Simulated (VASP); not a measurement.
Set up this calculation in VASP 6.6.1, as the native input.

```
Task                   : single point
Functional             : PBE
Potentials or basis    : VASP PAW PBE potentials, release 64 (Si)
Cutoff                 : 500 eV
k mesh                 : 1 × 1 × 1
Occupations            : gaussian, width 0.01 eV
Spin                   : no spin polarisation
Dipole correction      : no
Further INCAR settings : ALGO = Normal; EDIFF = 1e-06; NBANDS = 26
```

The structure of Si lies in POSCAR:

```
Si
1.0
    5.4310000000      0.0000000000      0.0000000000
    0.0000000000      5.4310000000      0.0000000000
    0.0000000000      0.0000000000      5.4310000000
Si
8
Direct
    0.0100040000      0.0000390000     -0.0000790000
    0.0001720000      0.4900920000      0.5001040000
    0.4999830000      0.0001340000      0.5150940000
    0.5000370000      0.4998420000     -0.0000200000
    0.2501880000      0.2600230000      0.2499510000
    0.2500510000      0.7498570000      0.7399310000
    0.7601120000      0.2499890000      0.7499550000
    0.7501890000      0.7500090000      0.2499810000
```

The input as run:

INCAR

```
SYSTEM = Si
PREC = Accurate
ENCUT = 500
EDIFF = 1E-6
ISMEAR = 0
SIGMA = 0.01
LREAL = .FALSE.
LASPH = .TRUE.
NELM = 120
ALGO = Normal
ISIF = 2
LWAVE = .FALSE.
LCHARG = .TRUE.
GGA = PE
LELF = .TRUE.
LVHAR = .TRUE.
NBANDS = 26
GGA_COMPAT = .FALSE.
```

KPOINTS

```
Automatic mesh
0
G
  1 1 1
  0 0 0
```

Potentials or basis: VASP PAW PBE potentials, release 64 (Si).

Launch:

```sh
$ cat potpaw_PBE.64/Si/POTCAR > POTCAR
$ mpirun -np 1 vasp_gam > vasp.out
```

Results of the run:

- Pressure: 10.8 GPa
- Largest force: 1.188 eV/Å
- Band gap on the k mesh: 0.26 eV

Caveat: the k points lie up to 1.16 Å⁻¹ apart; forces of over 1 eV/Å act on the atoms, so gaps and moduli don't describe the material at rest.

Run time: 18 s on 1 thread of AMD EPYC 9R45, with other jobs on the host, peak memory 0.18 GiB.
